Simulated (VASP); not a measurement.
Runs of VASP 6.6.1 on Be. The structure is that of space group I4_1/amd (No. 141), or close to it. The cells are those of the table. 

```csv
task,cell,cutoff (eV),gap on the mesh (eV),pressure (GPa)
relaxation of cell and atoms,"relaxed to 140 GPa from a = 2.475 Å, angles 97.5, 97.5, 137.5°, 2 atoms",600,none,140.0
single point,"a = 2.520 Å, angles 97.4, 97.4, 137.9°, 2 atoms",520,none,(a)
single point,"a = 2.519 Å, angles 97.4, 97.4, 137.9°, 2 atoms",520,none,141.9
relaxation of cell and atoms,"relaxed to 140 GPa from a = 2.520 Å, angles 97.4, 97.4, 137.9°, 2 atoms",600,none,140.0
```

Alike in all rows: level PBEsol; potentials or basis VASP PAW PBE potentials, release 64 (Be); no spin polarisation; k mesh 24 × 24 × 24; smearing fermi-dirac 0.05 eV.

**Question.** Estimate the missing entries.

**Answer.** (a) 141.4.

Caveats: the PAW data sets were made with another functional, which shifts forces and pressure a little; the cell is relaxed towards a set pressure, so the run minimises the enthalpy, not the energy (at least some runs); the cell stands under pressure (at least some runs).

A gap of «none» marks levels without a gap at the run's occupations.
